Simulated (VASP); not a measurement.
# MgO (P6_3mc) in VASP: single point with LDA

Aim: the single point of MgO with LDA.

Everything below comes from runs of VASP 6.6.1. Logs are shortened: lines on timing, memory, paths and dates and some standing lists are left out, and cuts for length are marked.

### 1 The cell of the first run

Symmetry: P6_3mc, No. 186, hexagonal system. Conventional cell: a = 3.308 Å, b = 3.308 Å, c = 4.983 Å, α = 90.00°, β = 90.00°, γ = 120.00°. Mg (site symmetry 3m) has 4 O at 1.97 to 1.99 Å within 2.6 Å. O (site symmetry 3m) has 4 Mg at 1.97 to 1.99 Å within 2.6 Å.

### 2 Single point, LDA

INCAR

```
PREC = Accurate ; ENCUT = 600
EDIFF = 1E-6 ; ISMEAR = 0
SIGMA = 0.1 ; LREAL = False
LASPH = True ; NELM = 120
ALGO = Normal ; ISIF = 2
LWAVE = False ; LCHARG = False
GGA = CA ; NBANDS = 16
GGA_COMPAT = False
```

KPOINTS

```
regular mesh
0
Gamma
  6 6 4
```

POSCAR

```
MgO
1.0
    3.3077869865      0.0000000000      0.0000000000
   -1.6538934933      2.8646275606      0.0000000000
    0.0000000000      0.0000000000      4.9828816700
Mg O
2 2
Direct
    0.3333333300      0.6666666700      0.0021597400
    0.6666666700      0.3333333300      0.5021597400
    0.3333333300      0.6666666700      0.4024402600
    0.6666666700      0.3333333300      0.9024402600
```

Potentials or basis: VASP PAW LDA potentials, release 64 (Mg, O).

Run with:

```
cat potpaw_LDA.64/Mg/POTCAR potpaw_LDA.64/O/POTCAR > POTCAR
mpirun -np 1 vasp_std > vasp.out
```

OUTCAR:

```text
PREC = Accurate
   ENCUT = 600
   EDIFF = 1E-6
   ISMEAR = 0
   LREAL = False
   LASPH = True
   NELM = 120
   ISIF = 2
   GGA = CA

 ion  position               nearest neighbor table
   1  0.333  0.667  0.002-   4 1.97   4 1.97   4 1.97   3 1.99   2 3.14   2 3.14   2 3.14   2 3.14
                             2 3.14   2 3.14
   2  0.667  0.333  0.502-   3 1.97   3 1.97   3 1.97   4 1.99   1 3.14   1 3.14   1 3.14   1 3.14
                             1 3.14   1 3.14
   3  0.333  0.667  0.402-   2 1.97   2 1.97   2 1.97   1 1.99
   4  0.667  0.333  0.902-   1 1.97   1 1.97   1 1.97   2 1.99

  LATTYP: Found a hexagonal cell.
 ALAT       =     3.3077869865
 C/A-ratio  =     1.5064094787

  Lattice vectors:

 A1 = (   3.3077869865,   0.0000000000,   0.0000000000)
 A2 = (  -1.6538934933,   2.8646275606,   0.0000000000)
 A3 = (   0.0000000000,   0.0000000000,   4.9828816700)

Analysis of symmetry for initial positions (statically):
=====================================================================
 Subroutine PRICEL returns:
 Original cell was already a primitive cell.

 Routine SETGRP: Setting up the symmetry group for a
 hexagonal supercell.

 Subroutine GETGRP returns: Found 12 space group operations
 (whereof  6 operations were pure point group operations)
 out of a pool of 24 trial point group operations.

The static configuration has the point symmetry C_3v.
 The point group associated with its full space group is C_6v.

Analysis of symmetry for dynamics (positions and initial velocities):
=====================================================================
 Subroutine PRICEL returns:
 Original cell was already a primitive cell.

 Routine SETGRP: Setting up the symmetry group for a
 hexagonal supercell.

 Subroutine GETGRP returns: Found 12 space group operations
 (whereof  6 operations were pure point group operations)
 out of a pool of 24 trial point group operations.

The dynamic configuration has the point symmetry C_3v.
 The point group associated with its full space group is C_6v.

 Subroutine INISYM returns: Found 12 space group operations
 (whereof  6 operations are pure point group operations),
 and found     1 'primitive' translations

----------------------------------------------------------------------------------------

                                     Primitive cell

  volume of cell :      47.2157

  direct lattice vectors                    reciprocal lattice vectors
     3.307786987  0.000000000  0.000000000     0.302316928  0.174542760  0.000000000
    -1.653893493  2.864627561  0.000000000     0.000000000  0.349085519  0.000000000
     0.000000000  0.000000000  4.982881670     0.000000000  0.000000000  0.200687086

  length of vectors
     3.307786987  3.307786987  4.982881670     0.349085519  0.349085519  0.200687086

  position of ions in fractional coordinates (direct lattice)
     0.333333330  0.666666670  0.002159740
     0.666666670  0.333333330  0.502159740
     0.333333330  0.666666670  0.402440260
     0.666666670  0.333333330  0.902440260

  ion indices of the primitive-cell ions
   primitive index   ion index
                 1           1
                 2           2
                 3           3
                 4           4

----------------------------------------------------------------------------------------

 KPOINTS: regular mesh

Automatic generation of k-mesh.
 Grid dimensions read from file:
 generate k-points for:    6    6    4

 Generating k-lattice:

  Cartesian coordinates                     Fractional coordinates (reciprocal lattice)
     0.050386155  0.029090460  0.000000000     0.166666667  0.000000000  0.000000000
     0.000000000  0.058180920  0.000000000     0.000000000  0.166666667  0.000000000
     0.000000000  0.000000000  0.050171771     0.000000000  0.000000000  0.250000000

  Length of vectors
     0.058180920  0.058180920  0.050171771

  Shift w.r.t. Gamma in fractional coordinates (k-lattice)
     0.000000000  0.000000000  0.000000000

 Subroutine IBZKPT returns following result:
 ===========================================

 Found     21 irreducible k-points:

 Following reciprocal coordinates:
            Coordinates               Weight
  0.000000  0.000000  0.000000      1.000000
  0.166667  0.000000  0.000000      6.000000
  0.333333  0.000000  0.000000      6.000000
  0.500000  0.000000  0.000000      3.000000
  0.166667  0.166667  0.000000      6.000000
  0.333333  0.166667  0.000000     12.000000
[... 13 lines left out ...]
  0.333333  0.166667  0.500000     12.000000
  0.333333  0.333333  0.500000      2.000000
   k-points           NKPTS =     21   k-points in BZ     NKDIM =     21   number of bands    NBANDS=     16
   number of dos      NEDOS =    301   number of ions     NIONS =      4
   total plane-waves  NPLWV =  31360
   dimension x,y,z NGX =    28 NGY =   28 NGZ =   40
   dimension x,y,z NGXF=    56 NGYF=   56 NGZF=   80
   ions per type =               2   2
   NGX,Y,Z   is equivalent  to a cutoff of  14.07, 14.07, 13.35 a.u.
   NGXF,Y,Z  is equivalent  to a cutoff of  28.15, 28.15, 26.69 a.u.
 SYSTEM =  unknown system
   PREC   = accura    normal or accurate (medium, high low for compatibility)
   ISTART =      0    job   : 0-new  1-cont  2-samecut
   ICHARG =      2    charge: 1-file 2-atom 10-const
   ISPIN  =      1    spin polarized calculation?
   LNONCOLLINEAR =      F non collinear calculations
   LSORBIT =      F    spin-orbit coupling
   LASPH  =      T    aspherical Exc in radial PAW
   ENCUT  =  600.0 eV  44.10 Ry    6.64 a.u.   6.61  6.61  9.95*2*pi/ulx,y,z
   NELM   =    120;   NELMIN=  2; NELMDL= -5     # of ELM steps
   EDIFF  = 0.1E-05   stopping-criterion for ELM
   LREAL  =      F    real-space projection
   EDIFFG = 0.1E-04   stopping-criterion for IOM
   NSW    =      0    number of steps for IOM
   IBRION =     -1    ionic relax: 0-MD 1-quasi-New 2-CG
   NFREE  =      0    steps in history (QN), initial steepest desc. (CG)
   ISIF   =      2    stress and relaxation
   ISYM   =      2    0-nonsym 1-usesym 2-fastsym
   POTIM  = 0.5000    time-step for ionic-motion
   TEBEG  =    0.0;   TEEND  =   0.0 temperature during run
   PSTRESS=    0.0 pullay stress
   NELECT =      16.0000    total number of electrons
   NUPDOWN=      -1.0000    fix difference up-down
   EMIN   =  10.00;   EMAX   =-10.00  energy-range for DOS
   EFERMI =   0.00;   METHOD = LEGACY
   ISMEAR =     0;   SIGMA  =   0.10  broadening in eV -4-tet -1-fermi 0-gaus
   EFERMI_NEDOS =   21; number of points for ismear=-14 and -15
   IALGO  =     38    algorithm
   IMIX   =      4    mixing-type and parameters
     AMIX     =   0.40;   BMIX     =  1.00
     AMIX_MAG =   1.60;   BMIX_MAG =  1.00
  volume/ion in A,a.u.               =      11.80        79.66
  Fermi-wavevector in a.u.,A,eV,Ry     =   1.141351  2.156842 17.724080  1.302683
  Thomas-Fermi vector in A             =   2.278052
   LORBIT       =      0    0 simple, 1 ext, 2 COOP (PROOUT), +10 PAW based schemes
   GGA     = CA    functional components
   LHFCALC =     F    Hartree Fock is set to
   AEXX    =    0.0000 exact exchange contribution
   IVDW    =     0    specifies the selected vdW correction
   LEPSILON=     F    determine dielectric tensor
   LRPA    =     F    only Hartree local field effects (RPA)
 non-spin polarized calculation
 Gauss-broadening in eV      SIGMA  =   0.10
  energy-cutoff  :      600.00
  volume of cell :       47.22
 maximum number of plane-waves:      1610
 NGX is ok and might be reduce to    28
   NGX = 13   NGY = 13   NGZ = 19

 number of electron      15.9999997 magnetization

 Free energy of the ion-electron system (eV)
  ---------------------------------------------------
  ext. energy  EPLUGINS =         0.00000000
  ---------------------------------------------------
  free energy    TOTEN  =       -26.23434840 eV

  energy without entropy =      -26.23434840  energy(sigma->0) =      -26.23434840

 E-fermi :   1.2695     XC(G=0): -10.2704

 val. band max:        0.8225964974   @ k =   0.0000   0.0000   0.0000
 cond. band min:       4.1810089596   @ k =   0.0000   0.0000   0.0000
 fundamental gap:      3.3584124622
 Fermi energy:         1.2694575830

 k-point     1 :       0.0000    0.0000    0.0000
  band No.  band energies     occupation
      1     -15.1589      2.00000
      2     -14.2997      2.00000
      3      -2.5287      2.00000
      4       0.0226      2.00000
      5       0.0226      2.00000
      6       0.3709      2.00000
[... 8 lines left out ...]
     15      16.9557      0.00000
     16      16.9557      0.00000

 k-point     2 :       0.1667    0.0000    0.0000
  band No.  band energies     occupation
      1     -15.0180      2.00000
      2     -14.2557      2.00000
      3      -2.2616      2.00000
      4      -0.6637      2.00000
      5      -0.2903      2.00000
      6      -0.1442      2.00000
[... 8 lines left out ...]
     15      16.0665      0.00000
     16      16.3760      0.00000

 k-point     3 :       0.3333    0.0000    0.0000
  band No.  band energies     occupation
      1     -14.6932      2.00000
      2     -14.1961      2.00000
      3      -1.8717      2.00000
      4      -1.5611      2.00000
      5      -1.0721      2.00000
      6      -0.4056      2.00000
[... 8 lines left out ...]
     15      14.9242      0.00000
     16      16.1169      0.00000

 k-point     4 :       0.5000    0.0000    0.0000
  band No.  band energies     occupation
      1     -14.4756      2.00000
      2     -14.2132      2.00000
      3      -2.3567      2.00000
      4      -1.4230      2.00000
      5      -0.9757      2.00000
      6      -0.5189      2.00000
[... 8 lines left out ...]
     15      14.6138      0.00000
     16      16.4773      0.00000
[... 267 lines left out ...]
 k-point    19 :       0.1667    0.1667    0.5000
  band No.  band energies     occupation
      1     -14.4956      2.00000
      2     -14.4956      2.00000
      3      -1.8482      2.00000
      4      -1.8482      2.00000
      5      -0.2778      2.00000
      6      -0.2778      2.00000
[... 8 lines left out ...]
     15      15.7199      0.00000
     16      15.7199      0.00000

 k-point    20 :       0.3333    0.1667    0.5000
  band No.  band energies     occupation
      1     -14.3367      2.00000
      2     -14.3367      2.00000
      3      -2.1651      2.00000
      4      -2.1651      2.00000
      5      -0.6863      2.00000
      6      -0.6863      2.00000
[... 8 lines left out ...]
     15      16.0269      0.00000
     16      16.0269      0.00000

 k-point    21 :       0.3333    0.3333    0.5000
  band No.  band energies     occupation
      1     -14.2838      2.00000
      2     -14.2838      2.00000
      3      -1.8786      2.00000
      4      -1.8786      2.00000
      5      -1.3469      2.00000
      6      -1.3469      2.00000
[... 8 lines left out ...]
     15      16.5272      0.00000
     16      16.5272      0.00000

------------------------ aborting loop because EDIFF is reached ----------------------------------------

  FORCE on cell =-STRESS in cart. coord.  units (eV):
  Direction    XX          YY          ZZ          XY          YZ          ZX
  --------------------------------------------------------------------------------------
  -------------------------------------------------------------------------------------
  Total       -1.7163491     -1.7163491     -1.5078225      0.0000000      0.0000000      0.0000000
  in kB      -58.2411502    -58.2411502    -51.1651814      0.0000000      0.0000000      0.0000000
  external PRESSURE =     -55.8824940 kB  Pullay stress =       0.0000000 kB

 VOLUME and BASIS-vectors are now :
 -----------------------------------------------------------------------------
  energy-cutoff  :      600.00
  volume of cell :       47.22
      direct lattice vectors                 reciprocal lattice vectors
     3.307786987  0.000000000  0.000000000     0.302316928  0.174542760  0.000000000
    -1.653893493  2.864627561  0.000000000     0.000000000  0.349085519  0.000000000
     0.000000000  0.000000000  4.982881670     0.000000000  0.000000000  0.200687086

 POSITION                                       TOTAL-FORCE (eV/Angst)
 -----------------------------------------------------------------------------------
     -0.00000      1.90975      0.01076         0.000000      0.000000      0.048396
      1.65389      0.95488      2.50220         0.000000     -0.000000      0.048396
     -0.00000      1.90975      2.00531         0.000000     -0.000000     -0.048396
      1.65389      0.95488      4.49675        -0.000000     -0.000000     -0.048396
 -----------------------------------------------------------------------------------
    total drift:                               -0.000017      0.000009      0.001577

  FREE ENERGIE OF THE ION-ELECTRON SYSTEM (eV)
  ---------------------------------------------------
  free  energy   TOTEN  =       -26.2343483954 eV

  energy  without entropy=      -26.2343483954  energy(sigma->0) =      -26.23434840
```

It took 8.3 s on 1 thread of AMD EPYC 9R45 (Zen 5), shared host; peak memory 0.13 GiB.

What came out:

* Free energy: -26.2343 eV
* Pressure: -5.6 GPa
* Largest force: 0.048 eV/Å
* Band gap on the k mesh: 3.36 eV

Forces on the atoms (eV/Å):
```
Mg   0.000  0.000  0.048
Mg   0.000  0.000  0.048
O    0.000  0.000 -0.048
O    0.000  0.000 -0.048
```

Stress tensor (GPa, compression positive):
```
-5.82  0.00  0.00
 0.00 -5.82  0.00
 0.00  0.00 -5.12
```

Caveat: the cell stands under tension.
